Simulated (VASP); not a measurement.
# Fe (Im-3m) in VASP: a series of runs

Fe is run at these levels: r2SCAN; tasks: single point.

All numbers are computed with VASP 6.6.1; they aren't measurements. Logs are shortened: lines on timing, memory, paths and dates and some standing lists are left out, and cuts for length are marked.

**1. The cell of the first run**

It takes space group Im-3m (No. 229, cubic). The conventional cell has a = 2.868 Å, b = 2.868 Å, c = 2.868 Å, α = 90.00°, β = 90.00°, γ = 90.00°. Fe (site symmetry m-3m) has 14 Fe at 2.48 to 2.87 Å within 3.3 Å.

**2. Single point, r2SCAN, collinear spin, ferromagnetic start (11.80 Å³/atom)**

Contents of POSCAR:

```
Fe
1.0
   -1.4341180426      1.4341180426      1.4341180426
    1.4341180426     -1.4341180426      1.4341180426
    1.4341180426      1.4341180426     -1.4341180426
Fe
1
Direct
    0.0000000000      0.0000000000      0.0000000000
```

Contents of INCAR.step1:

```
  ALGO = Normal
  EDIFF = 1E-4
  ENCUT = 520
  GGA = PE
  ISMEAR = 0
  ISPIN = 2
  LASPH = T
  LCHARG = F
  LMAXMIX = 4
  LREAL = F
  LWAVE = T
  MAGMOM = 3.1
  NBANDS = 14
  NELM = 150
  PREC = Accurate
  SIGMA = 0.05
```

Contents of INCAR.step2:

```
  ALGO = Normal
  EDIFF = 1E-7
  ENCUT = 520
  ISIF = 2
  ISMEAR = 0
  ISPIN = 2
  ISTART = 1
  LASPH = T
  LCHARG = F
  LMAXMIX = 4
  LMIXTAU = T
  LORBIT = 11
  LREAL = F
  LWAVE = F
  MAGMOM = 3.1
  METAGGA = R2SCAN
  NBANDS = 14
  NELM = 150
  PREC = Accurate
  SIGMA = 0.05
```

Contents of KPOINTS:

```
k-points
0
Gamma
  22 22 22
```

Potentials or basis: VASP PAW PBE potentials, release 64 (Fe).

Started as:

```console
$ cat potpaw_PBE.64/Fe/POTCAR > POTCAR
$ cp INCAR.step1 INCAR
$ mpirun -np 1 vasp_std > vasp.out
$ cp INCAR.step2 INCAR
$ mpirun -np 1 vasp_std > vasp.out
```

OUTCAR:

```text
EDIFF = 1E-7
   ENCUT = 520
   ISIF = 2
   ISMEAR = 0
   ISPIN = 2
   ISTART = 1
   LASPH = T
   LORBIT = 11
   LREAL = F
   METAGGA = R2SCAN
   NELM = 150
   PREC = Accurate

 ion  position               nearest neighbor table
   1  0.000  0.000  0.000-

  LATTYP: Found a body centered cubic cell.
 ALAT       =     2.8682360852

  Lattice vectors:

 A1 = (  -1.4341180426,   1.4341180426,   1.4341180426)
 A2 = (   1.4341180426,  -1.4341180426,   1.4341180426)
 A3 = (   1.4341180426,   1.4341180426,  -1.4341180426)

Analysis of symmetry for initial positions (statically):
=====================================================================
 Subroutine PRICEL returns:
 Original cell was already a primitive cell.

 Routine SETGRP: Setting up the symmetry group for a
 body centered cubic supercell.

 Subroutine GETGRP returns: Found 48 space group operations
 (whereof 48 operations were pure point group operations)
 out of a pool of 48 trial point group operations.

The static configuration has the point symmetry O_h .

Analysis of symmetry for dynamics (positions and initial velocities):
=====================================================================
 Subroutine PRICEL returns:
 Original cell was already a primitive cell.

 Routine SETGRP: Setting up the symmetry group for a
 body centered cubic supercell.

 Subroutine GETGRP returns: Found 48 space group operations
 (whereof 48 operations were pure point group operations)
 out of a pool of 48 trial point group operations.

The dynamic configuration has the point symmetry O_h .

Analysis of structural, dynamic, and magnetic symmetry:
=====================================================================
 Subroutine PRICEL returns:
 Original cell was already a primitive cell.

 Routine SETGRP: Setting up the symmetry group for a
 body centered cubic supercell.

 Subroutine GETGRP returns: Found 48 space group operations
 (whereof 48 operations were pure point group operations)
 out of a pool of 48 trial point group operations.

The overall configuration has the point symmetry O_h .

 Subroutine INISYM returns: Found 48 space group operations
 (whereof 48 operations are pure point group operations),
 and found     1 'primitive' translations

----------------------------------------------------------------------------------------

                                     Primitive cell

  volume of cell :      11.7982

  direct lattice vectors                    reciprocal lattice vectors
    -1.434118043  1.434118043  1.434118043     0.000000000  0.348646335  0.348646335
     1.434118043 -1.434118043  1.434118043     0.348646335  0.000000000  0.348646335
     1.434118043  1.434118043 -1.434118043     0.348646335  0.348646335  0.000000000

  length of vectors
     2.483965314  2.483965314  2.483965314     0.493060376  0.493060376  0.493060376

  position of ions in fractional coordinates (direct lattice)
     0.000000000  0.000000000  0.000000000

  ion indices of the primitive-cell ions
   primitive index   ion index
                 1           1

----------------------------------------------------------------------------------------

 KPOINTS: k-points

Automatic generation of k-mesh.
 Grid dimensions read from file:
 generate k-points for:   22   22   22

 Generating k-lattice:

  Cartesian coordinates                     Fractional coordinates (reciprocal lattice)
     0.000000000  0.015847561  0.015847561     0.045454545  0.000000000  0.000000000
     0.015847561  0.000000000  0.015847561     0.000000000  0.045454545  0.000000000
     0.015847561  0.015847561  0.000000000     0.000000000  0.000000000  0.045454545

  Length of vectors
     0.022411835  0.022411835  0.022411835

  Shift w.r.t. Gamma in fractional coordinates (k-lattice)
     0.000000000  0.000000000  0.000000000

 Subroutine IBZKPT returns following result:
 ===========================================

 Found    328 irreducible k-points:

 Following reciprocal coordinates:
            Coordinates               Weight
[... 44 lines left out ...]

  energy without entropy =      -14.35842499  energy(sigma->0) =      -14.35892792

 E-fermi :   5.4591     XC(G=0): -14.0062

 val. band max:        5.4554683047   @ k =   0.1364   0.0455   0.0455
 cond. band min:       5.4624516259   @ k =  -0.1818   0.2727   0.0909
 fundamental gap:      0.0069833213
 Fermi energy:         5.4590915476

 spin component 1

 k-point     1 :       0.0000    0.0000    0.0000
  band No.  band energies     occupation
      1      -3.0255      1.00000
      2       2.3791      1.00000
      3       2.3793      1.00000
      4       2.3793      1.00000
      5       3.5822      1.00000
      6       3.5822      1.00000
      7      31.0730      0.00000
      8      31.0731      0.00000
      9      31.0731      0.00000
     10      35.8977      0.00000
     11      35.8977      0.00000
     12      37.5453      0.00000
     13      37.5453      0.00000
     14      37.5460      0.00000
[... 375 lines left out ...]
 k-point    24 :       0.1364    0.0909    0.0000
  band No.  band energies     occupation
      1      -1.5059      1.00000
      2       2.0919      1.00000
      3       2.2033      1.00000
      4       3.2170      1.00000
      5       3.3418      1.00000
      6       3.6584      1.00000
      7      24.5776      0.00000
      8      26.3266      0.00000
      9      30.0961      0.00000
     10      31.2034      0.00000
     11      34.6824      0.00000
     12      35.9345      0.00000
     13      39.7482      0.00000
     14      40.2375      0.00000

 [... further k-points ...]

 spin component 2

 k-point     1 :       0.0000    0.0000    0.0000
  band No.  band energies     occupation
      1      -3.6471      1.00000
      2       5.8293      0.00000
      3       5.8293      0.00000
      4       5.8293      0.00000
      5       8.0216      0.00000
      6       8.0216      0.00000
      7      30.7099      0.00000
      8      30.7100      0.00000
      9      30.7100      0.00000
     10      36.4914      0.00000
     11      36.4915      0.00000
     12      39.3326      0.00000
     13      39.3326      0.00000
     14      39.3331      0.00000
[... 375 lines left out ...]
 k-point    24 :       0.1364    0.0909    0.0000
  band No.  band energies     occupation
      1      -2.0292      1.00000
      2       5.3722      0.99300
      3       5.4668      0.41345
      4       6.7697      0.00000
      5       7.5956      0.00000
      6       8.1201      0.00000
      7      25.1549      0.00000
      8      26.8910      0.00000
      9      31.1668      0.00000
     10      31.8471      0.00000
     11      35.6534      0.00000
     12      37.3960      0.00000
     13      41.2225      0.00000
     14      41.3663      0.00000

 [... further k-points ...]

------------------------ aborting loop because EDIFF is reached ----------------------------------------

  FORCE on cell =-STRESS in cart. coord.  units (eV):
  Direction    XX          YY          ZZ          XY          YZ          ZX
  --------------------------------------------------------------------------------------
  -------------------------------------------------------------------------------------
  Total       -0.0239216     -0.0239216     -0.0239216     -0.0000000      0.0000000     -0.0000000
  in kB       -3.2485289     -3.2485289     -3.2485289     -0.0000000      0.0000000     -0.0000000
  external PRESSURE =      -3.2485289 kB  Pullay stress =       0.0000000 kB

 VOLUME and BASIS-vectors are now :
 -----------------------------------------------------------------------------
  energy-cutoff  :      520.00
  volume of cell :       11.80
      direct lattice vectors                 reciprocal lattice vectors
    -1.434118043  1.434118043  1.434118043     0.000000000  0.348646335  0.348646335
     1.434118043 -1.434118043  1.434118043     0.348646335  0.000000000  0.348646335
     1.434118043  1.434118043 -1.434118043     0.348646335  0.348646335  0.000000000

 POSITION                                       TOTAL-FORCE (eV/Angst)
 -----------------------------------------------------------------------------------
      0.00000      0.00000      0.00000        -0.000000      0.000000      0.000000
 -----------------------------------------------------------------------------------
    total drift:                                0.000000      0.000000      0.000000

  FREE ENERGIE OF THE ION-ELECTRON SYSTEM (eV)
  ---------------------------------------------------
  free  energy   TOTEN  =       -14.3594308569 eV

  energy  without entropy=      -14.3584249900  energy(sigma->0) =      -14.35892792

 total charge

# of ion       s       p       d       tot
------------------------------------------
    1        0.478   0.549   6.167   7.194

 magnetization (x)

# of ion       s       p       d       tot
------------------------------------------
    1       -0.012  -0.117   2.861   2.733
```

Run time: 2.6 min. Hardware: 1 thread of Intel Xeon 6975P-C (Granite Rapids), shared host; peak memory 0.19 GiB.

Results:

```
Free energy                                           : -14.3594 eV
Pressure                                              : -0.3 GPa
Net moment                                            : 2.66 μB per cell
Site moments                                          : Fe +2.73 μB
Valence electrons inside the program's atomic spheres : Fe 7.19
```

Levels at points of the mesh, in eV from the Fermi level:
Spin up:
| k point | band 1 | band 2 | band 3 | band 4 | band 5 | band 6 | band 7 | band 8 | band 9 | band 10 |
| --- | --- | --- | --- | --- | --- | --- | --- | --- | --- | --- |
| (0.00, 0.00, 0.00) | -8.48 | -3.08 | -3.08 | -3.08 | -1.88 | -1.88 | 25.61 | 25.61 | 25.61 | 30.44 |
| (0.50, 0.00, 0.00) | -5.36 | -4.07 | -1.84 | -1.72 | -0.56 | 0.56 | 6.85 | 18.77 | 20.18 | 23.35 |
| (0.50, 0.50, 0.50) | -5.30 | -5.30 | -0.81 | -0.81 | -0.81 | 9.93 | 9.93 | 9.93 | 15.48 | 15.48 |
Spin down:
| k point | band 1 | band 2 | band 3 | band 4 | band 5 | band 6 | band 7 |
| --- | --- | --- | --- | --- | --- | --- | --- |
| (0.00, 0.00, 0.00) | -9.11 | 0.37 | 0.37 | 0.37 | 2.56 | 2.56 | 25.25 |
| (0.50, 0.00, 0.00) | -3.49 | -1.04 | -0.01 | 2.39 | 2.85 | 3.41 | 9.15 |
| (0.50, 0.50, 0.50) | -2.66 | -2.66 | 3.10 | 3.10 | 3.10 | 10.28 | 10.28 |

Caveat: the PAW data sets were made with another functional, which shifts forces and pressure a little.

**3. Single point, r2SCAN, collinear spin, ferromagnetic start (11.89 Å³/atom)**

This run uses another cell than the first one, of 11.89 Å³/atom.

Contents of POSCAR:

```
Fe
1.0
   -1.4377319084      1.4377319084      1.4377319084
    1.4377319084     -1.4377319084      1.4377319084
    1.4377319084      1.4377319084     -1.4377319084
Fe
1
Direct
    0.0000000000      0.0000000000      0.0000000000
```

Contents of INCAR.step1:

```
ALGO = Normal ; EDIFF = 1E-4
ENCUT = 520 ; GGA = PE
ISMEAR = 0 ; ISPIN = 2
LASPH = T ; LCHARG = F
LMAXMIX = 4 ; LREAL = F
LWAVE = T ; MAGMOM = 3.02
NBANDS = 14 ; NELM = 150
PREC = Accurate ; SIGMA = 0.05
```

Contents of INCAR.step2:

```
ALGO = Normal ; EDIFF = 1E-7
ENCUT = 520 ; ISIF = 2
ISMEAR = 0 ; ISPIN = 2
ISTART = 1 ; LASPH = T
LCHARG = T ; LELF = T
LMAXMIX = 4 ; LMIXTAU = T
LORBIT = 11 ; LREAL = F
LVHAR = T ; LWAVE = F
MAGMOM = 3.02 ; METAGGA = R2SCAN
NBANDS = 14 ; NELM = 150
PREC = Accurate ; SIGMA = 0.05
```

KPOINTS is that of step 2.

Potentials or basis: VASP PAW PBE potentials, release 64 (Fe).

Started as:

```console
$ cat potpaw_PBE.64/Fe/POTCAR > POTCAR
$ cp INCAR.step1 INCAR
$ mpirun -np 1 vasp_std > vasp.out
$ cp INCAR.step2 INCAR
$ mpirun -np 1 vasp_std > vasp.out
```

Wall time 3.3 min (1 thread of Intel Xeon 6975P-C (Granite Rapids), shared host); peak memory 0.2 GiB.

It converged, with:

* Free energy: -14.3589 eV
* Pressure: -1.7 GPa
* Net moment: 2.67 μB per cell
* Site moments: Fe +2.74 μB
* Valence electrons inside the program's atomic spheres: Fe 7.18

Levels at points of the mesh, in eV from the Fermi level:
Spin up:
| k point | band 2 | band 3 | band 4 | band 5 | band 6 | band 7 | band 8 | band 9 |
| --- | --- | --- | --- | --- | --- | --- | --- | --- |
| (0.00, 0.00, 0.00) | -3.09 | -3.09 | -3.09 | -1.90 | -1.90 | 25.52 | 25.52 | 25.52 |
| (0.50, 0.00, 0.00) | -4.06 | -1.86 | -1.75 | -0.60 | 0.55 | 6.77 | 18.68 | 20.04 |
| (0.50, 0.50, 0.50) | -5.28 | -0.85 | -0.85 | -0.85 | 9.86 | 9.86 | 9.86 | 15.38 |
Spin down:
| k point | band 1 | band 2 | band 3 | band 4 | band 5 | band 6 | band 7 |
| --- | --- | --- | --- | --- | --- | --- | --- |
| (0.00, 0.00, 0.00) | -9.08 | 0.37 | 0.37 | 0.37 | 2.55 | 2.55 | 25.16 |
| (0.50, 0.00, 0.00) | -3.47 | -1.03 | -0.03 | 2.38 | 2.83 | 3.38 | 9.07 |
| (0.50, 0.50, 0.50) | -2.63 | -2.63 | 3.07 | 3.07 | 3.07 | 10.21 | 10.21 |

Caveat: the PAW data sets were made with another functional, which shifts forces and pressure a little.

**4. Single point, r2SCAN, collinear spin, ferromagnetic start (9.44 Å³/atom)**

This run uses another cell than the first one, of 9.44 Å³/atom.

Contents of POSCAR:

```
Fe
1.0
   -1.3313172585      1.3313172585      1.3313172585
    1.3313172585     -1.3313172585      1.3313172585
    1.3313172585      1.3313172585     -1.3313172585
Fe
1
Direct
    0.0000000000      0.0000000000      0.0000000000
```

Contents of INCAR.step1:

```
PREC = Accurate
ENCUT = 520
ISMEAR = 0
SIGMA = 0.05
LREAL = F
LASPH = T
NELM = 150
ISPIN = 2
MAGMOM = 2.53
LMAXMIX = 4
NBANDS = 14
GGA = PE
ALGO = Normal
EDIFF = 1E-4
LWAVE = T
LCHARG = F
```

Contents of INCAR.step2:

```
PREC = Accurate
ENCUT = 520
EDIFF = 1E-6
ISMEAR = 0
SIGMA = 0.05
LREAL = F
LASPH = T
NELM = 150
ALGO = Normal
ISIF = 2
LWAVE = F
LCHARG = F
ISPIN = 2
MAGMOM = 2.53
LORBIT = 11
LMAXMIX = 4
METAGGA = R2SCAN
LMIXTAU = T
NBANDS = 14
ISTART = 1
```

Contents of KPOINTS:

```
Automatic mesh
0
Gamma
  24 24 24
```

Started as:

```console
$ cat potpaw_PBE.64/Fe/POTCAR > POTCAR
$ cp INCAR.step1 INCAR
$ mpirun -np 1 vasp_std > vasp.out
$ cp INCAR.step2 INCAR
$ mpirun -np 1 vasp_std > vasp.out
```

Wall time 3.1 min (1 thread of Intel Xeon 6975P-C (Granite Rapids), shared host); peak memory 0.19 GiB.

Results (log left out):

```
Free energy                                           : -14.0253 eV
Pressure                                              : 56.3 GPa
Net moment                                            : 2.15 μB per cell
Site moments                                          : Fe +2.15 μB
Valence electrons inside the program's atomic spheres : Fe 7.75
```

Levels at points of the mesh, in eV from the Fermi level:
Spin up:
| k point | band 1 | band 2 | band 3 | band 4 | band 5 | band 6 | band 7 | band 8 | band 9 | band 10 |
| --- | --- | --- | --- | --- | --- | --- | --- | --- | --- | --- |
| (0.00, 0.00, 0.00) | -9.69 | -3.08 | -3.08 | -3.08 | -1.53 | -1.53 | 28.15 | 28.15 | 28.15 | 34.55 |
| (0.50, 0.00, 0.00) | -6.36 | -4.53 | -1.39 | -1.26 | 0.53 | 0.74 | 9.44 | 20.96 | 24.39 | 27.29 |
| (0.50, 0.50, 0.50) | -6.50 | -6.50 | 0.16 | 0.16 | 0.16 | 11.98 | 11.98 | 11.98 | 18.21 | 18.21 |
Spin down:
```
           k point  band 1  band 2  band 3  band 4  band 5  band 6  band 7
(0.00, 0.00, 0.00)  -10.18   -0.52   -0.52   -0.52    2.49    2.49   27.83
(0.50, 0.00, 0.00)   -4.90   -2.34    0.35    2.25    2.89    3.52   11.33
(0.50, 0.50, 0.50)   -4.23   -4.23    3.11    3.11    3.11   12.25   12.25
```

Caveat: the cell stands under pressure; the PAW data sets were made with another functional, which shifts forces and pressure a little.

**5. Single point, r2SCAN, collinear spin, ferromagnetic start (12.27 Å³/atom)**

This run uses another cell than the first one, of 12.27 Å³/atom.

Contents of POSCAR:

```
Fe
1.0
   -1.4529901810      1.4529901810      1.4529901810
    1.4529901810     -1.4529901810      1.4529901810
    1.4529901810      1.4529901810     -1.4529901810
Fe
1
Direct
    0.0000000000      0.0000000000      0.0000000000
```

Contents of INCAR.step1:

```
  PREC = Accurate
  ENCUT = 520
  ISMEAR = 0
  SIGMA = 0.05
  LREAL = False
  LASPH = True
  NELM = 150
  ISPIN = 2
  MAGMOM = 3.1
  LMAXMIX = 4
  NBANDS = 14
  GGA = PE
  ALGO = Normal
  EDIFF = 1E-4
  LWAVE = True
  LCHARG = False
```

Contents of INCAR.step2:

```
  PREC = Accurate
  ENCUT = 520
  EDIFF = 1E-7
  ISMEAR = 0
  SIGMA = 0.05
  LREAL = False
  LASPH = True
  NELM = 150
  ALGO = Normal
  ISIF = 2
  LWAVE = False
  LCHARG = True
  ISPIN = 2
  MAGMOM = 3.1
  LORBIT = 11
  LMAXMIX = 4
  METAGGA = R2SCAN
  LMIXTAU = True
  LELF = True
  LVHAR = True
  NBANDS = 14
  ISTART = 1
```

Contents of KPOINTS:

```
Automatic mesh
0
Gamma
  22 22 22
```

Started as:

```console
$ cat potpaw_PBE.64/Fe/POTCAR > POTCAR
$ cp INCAR.step1 INCAR
$ mpirun -np 1 vasp_std > vasp.out
$ cp INCAR.step2 INCAR
$ mpirun -np 1 vasp_std > vasp.out
```

It took 3.3 min on 1 thread of Intel Xeon 6975P-C (Granite Rapids), shared host; peak memory 0.21 GiB.

Results (log left out):

```yaml
Free_energy: -14.3478 eV
Pressure: -7.4 GPa
Net_moment: 2.67 μB per cell
Site_moments: Fe +2.76 μB
Valence_electrons_inside_the_program's_atomic_spheres: Fe 7.12
```

Levels at points of the mesh, in eV from the Fermi level:
Spin up:
```tsv
k point	band 1	band 2	band 3	band 4	band 5	band 6	band 7	band 8	band 9	band 10
(0.00, 0.00, 0.00)	-8.33	-3.10	-3.10	-3.10	-1.99	-1.99	25.14	25.14	25.14	29.72
(0.50, 0.00, 0.00)	-5.25	-4.03	-1.95	-1.85	-0.74	0.50	6.43	18.34	19.49	22.70
(0.50, 0.50, 0.50)	-5.18	-5.18	-0.97	-0.97	-0.97	9.58	9.58	9.58	15.00	15.00
```
Spin down:
| k point | band 1 | band 2 | band 3 | band 4 | band 5 | band 6 |
| --- | --- | --- | --- | --- | --- | --- |
| (0.00, 0.00, 0.00) | -8.98 | 0.36 | 0.36 | 0.36 | 2.48 | 2.48 |
| (0.50, 0.00, 0.00) | -3.37 | -0.98 | -0.11 | 2.31 | 2.75 | 3.24 |
| (0.50, 0.50, 0.50) | -2.49 | -2.49 | 2.95 | 2.95 | 2.95 | 9.90 |

Caveat: the cell stands under tension; the PAW data sets were made with another functional, which shifts forces and pressure a little.

**6. The runs side by side**

```csv
cell,k mesh,gap on the mesh (eV),pressure (GPa),moment (μB)
"a = 2.484 Å, angles 109.5°, 1 atom",22 × 22 × 22,none,-0.3,2.66
"a = 2.490 Å, angles 109.5°, 1 atom",22 × 22 × 22,none,-1.7,2.67
"a = 2.306 Å, angles 109.5°, 1 atom",24 × 24 × 24,none,56.3,2.15
"a = 2.517 Å, angles 109.5°, 1 atom",22 × 22 × 22,none,-7.4,2.67
```

Alike in all rows: task single point; level r2SCAN; potentials or basis VASP PAW PBE potentials, release 64 (Fe); spin collinear, ferromagnetic start; cutoff (eV) 520; smearing gaussian 0.05 eV.

Caveats: the PAW data sets were made with another functional, which shifts forces and pressure a little; the cell stands under pressure (at least some runs); the cell stands under tension (at least some runs).

Absolute energies hang on the potentials; compare differences alone.
